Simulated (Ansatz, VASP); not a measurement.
**Two plane-wave programs on ScZn3**

```
CELL_PARAMETERS angstrom
0.00000 3.15639 3.15639
3.15639 0.00000 3.15639
3.15639 3.15639 0.00000
ATOMIC_POSITIONS crystal
Sc 0.00000 0.00000 0.00000
Zn 0.25000 0.25000 0.25000
Zn 0.75000 0.75000 0.75000
Zn 0.50000 0.50000 0.50000
```

Alike in both runs: task single point; functional LDA; k mesh 6 × 6 × 6; occupations fermi-dirac, width 0.025 eV; no spin polarisation.

|  | VASP | Ansatz |
| --- | --- | --- |
| version | VASP 6.6.1 | Ansatz 0.2.0 |
| potentials or method | VASP PAW LDA potentials, release 64 (Sc_sv, Zn), cutoff 520 eV | plane waves, PAW |
| valence electrons in the cell | 47 | 47 |

Ansatz gave:

| Item | Value |
| --- | --- |
| pressure (GPa) | -6.2 |

Problem. What did VASP give for the same quantities?

Solution. Pressure (GPa): -5.7.

LDA's correlation is that of Perdew and Zunger in VASP and of Perdew and Wang (1992) in Ansatz. Ansatz's warnings: stress scf threshold loose.
